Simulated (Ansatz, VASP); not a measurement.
**Two plane-wave programs on Cr**

File INCAR:

```
PREC = Accurate
ENCUT = 520
EDIFF = 1E-7
ISMEAR = -1
SIGMA = 0.1
LREAL = False
LASPH = True
NELM = 80
ALGO = Normal
ISIF = 2
LWAVE = False
LCHARG = False
GGA = PS
NBANDS = 25
```

File KPOINTS:

```
Automatic mesh
0
Gamma
  10 10 16
```

POSCAR

```
Cr
1.0
    4.1849578108      0.0000000000      0.0000000000
   -2.0924789054      3.6242797779      0.0000000000
    0.0000000000      0.0000000000      2.2589748583
Cr
3
Direct
    0.0000000000      1.0000000000      0.0000000000
    0.3333333333      0.6666666667      0.5000000000
    0.6666666667      0.3333333333      0.5000000000
```

Input for Ansatz:

```yaml
crystal:
  lattice:
    - [4.1849578108, 0.0, 0.0]
    - [-2.0924789054, 3.6242797779, 0.0]
    - [0.0, 0.0, 2.2589748583]
  atoms:
    - { symbol: Cr, position: [0.0, 1.0, 0.0] }
    - { symbol: Cr, position: [0.3333333333, 0.6666666667, 0.5] }
    - { symbol: Cr, position: [0.6666666667, 0.3333333333, 0.5] }
hamiltonian:
  xc: pbesol
  pseudopotentials:
    kind: paw
    azcp:
      Cr: "pseudopotentials/Cr.paw.azcp"
basis:
  ecutwfc: 420
  fft_grid_basis: typed
kpoints:
  mp_grid: { grid: [10, 10, 16], shift: [0, 0, 0] }
magnetization:
  spin_polarized: false
scf:
  occupations: { method: fermi_dirac, width: 0.1 }
  lower_state_search: "off"
output:
  stress: true
```

Alike in both runs: task single point; functional PBEsol; k mesh 10 × 10 × 16; occupations fermi-dirac, width 0.1 eV; no spin polarisation.

|  | VASP | Ansatz |
| --- | --- | --- |
| version | VASP 6.6.1 | Ansatz 0.2.0 |
| potentials or method | VASP PAW PBE potentials, release 64 (Cr_pv), cutoff 520 eV | plane waves (420 eV) with PAW, scalar-relativistic |
| valence electrons in the cell | 36 | 42 |

VASP gave:

```
pressure (GPa)                                                : -0.3
traceless stress, the component that is largest in VASP (GPa) : 0.49
```

Question: What did Ansatz give for the same quantities?

Answer: Pressure (GPa): 0.0; traceless stress, the component that is largest in VASP (GPa): 0.51.

VASP's potentials were made for PBE, not for PBEsol, and Ansatz warns of the same on its side. With one functional, cell and mesh, what is left measures potentials, basis and numerics. VASP's potentials hold 36 valence electrons a cell and Ansatz's 42, so a difference there can come from the potentials and not from the codes.
